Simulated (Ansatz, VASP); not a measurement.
# N in VASP and in Ansatz

```xyz
8
Lattice="5.8151 0.0000 0.0000 0.0000 5.8151 0.0000 0.0000 0.0000 5.8151" Properties=species:S:1:pos:R:3 pbc="T T T"
N     0.3716    0.3716    0.3716
N     2.5360    5.4435    3.2791
N     3.2791    2.5360    5.4435
N     5.4435    3.2791    2.5360
N     5.5484    5.5484    5.5484
N     3.1742    0.2667    2.6409
N     2.6409    3.1742    0.2667
N     0.2667    2.6409    3.1742
```

Alike in both runs: task relaxation of cell and atoms; functional PBE; dispersion D3(BJ); k mesh 4 × 4 × 4; occupations gaussian, width 0.02 eV; no spin polarisation.

|  | VASP | Ansatz |
| --- | --- | --- |
| version | VASP 6.6.1 | Ansatz 0.2.0 |
| potentials or method | VASP PAW PBE potentials, release 64 (N), cutoff 600 eV | scalar-relativistic, plane waves, PAW |
| valence electrons in the cell | 40 | 40 |

|  | VASP | Ansatz | Ansatz less VASP |
| --- | --- | --- | --- |
| gap on the k mesh at the Fermi level, each at its own relaxed structure (eV) | 7.17 | 7.42 | +0.242 |
| relaxed volume (Å³/atom) | 21.53 | 22.86 | +1.330 |
| relaxed cell length with the largest relative difference (Å) | 5.564 | 5.676 | +0.1123 |

One of these differences is far larger than is usual between the two programs; its cause wasn't traced.

Noted on VASP's run: the standard files for N, O and F lose accuracy on very short bonds.
